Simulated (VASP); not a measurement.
The system is SrO.

```
Sr O
1.0
     4.28957    0.00000    0.00000
    -2.14479    3.71488    0.00000
     0.00000    0.00000    5.18320
Sr O
2 2
Direct
  0.33333 0.66667 0.93751
  0.66667 0.33333 0.43751
  0.33333 0.66667 0.43749
  0.66667 0.33333 0.93749
```

```yaml
Program: VASP 6.6.1
Task: relaxation of cell and atoms
Functional: PBEsol
Potentials_or_basis: VASP PAW PBE potentials, release 64 (Sr_sv, O)
Cutoff: 600 eV
k_mesh: 6 × 6 × 4
Occupations: fermi-dirac, width 0.02 eV
Spin: no spin polarisation
```

At the start: pressure -2.4 GPa; volume 20.65 Å³/atom.

Problem. Where does the relaxation end?

Solution. Over 3 steps the energy falls by 5.2 meV/atom and the volume is 19.97 Å³/atom (-3.3 %); space group P6_3/mmc (No. 194, to 0.1 Å) before and after.

The path:
```
step  energy change (eV)  largest force (eV/Å)  pressure (GPa)  volume (Å³)
   1              0.0000                0.0001           -2.36        82.60
   2             -0.0186                0.0001            0.84        79.01
   3             -0.0209                0.0001            0.00        79.87
```

Final structure:
```
Sr O
1.0
     4.24469    0.00000    0.00000
    -2.12235    3.67601    0.00000
     0.00000    0.00000    5.11862
Sr O
2 2
Direct
  0.33333 0.66667 0.93751
  0.66667 0.33333 0.43751
  0.33333 0.66667 0.43749
  0.66667 0.33333 0.93749
```

Caveat: the PAW data sets were made with another functional, which shifts forces and pressure a little.
